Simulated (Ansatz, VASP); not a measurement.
**Two plane-wave programs on W**

```
CELL_PARAMETERS angstrom
-1.59730 1.62725 1.62725
1.59730 -1.56735 1.56735
1.59730 1.56735 -1.56735
ATOMIC_POSITIONS crystal
W 0.00000 0.00000 0.00000
```

Change from the starting cell: strain +0.0375 x Voigt [0, 0, 0, 1, 0, 0], atoms carried along.

Alike in both runs: task single point; functional PBEsol; k mesh 20 × 20 × 20; occupations gaussian, width 0.15 eV; no spin polarisation.

```csv
,VASP,Ansatz
version,VASP 6.6.1,Ansatz 0.2.0
potentials or method,"VASP PAW PBE potentials, release 64 (W_sv), cutoff 520 eV","scalar-relativistic, plane waves, PAW"
valence electrons in the cell,14,14
```

```tsv
	VASP	Ansatz	Ansatz less VASP
gap on the k mesh at the Fermi level (eV)	none	none	-
pressure (GPa)	-10.6	-11.1	-0.50
traceless stress, the component that is largest in VASP (GPa)	-5.18	-5.10	+0.083
```

VASP's potentials were made for PBE, not for PBEsol. A gap of «none» marks a metal or a gap that the smearing closes. With one functional, cell and mesh, what is left measures potentials, basis and numerics.

Neither program's run includes spin-orbit coupling.
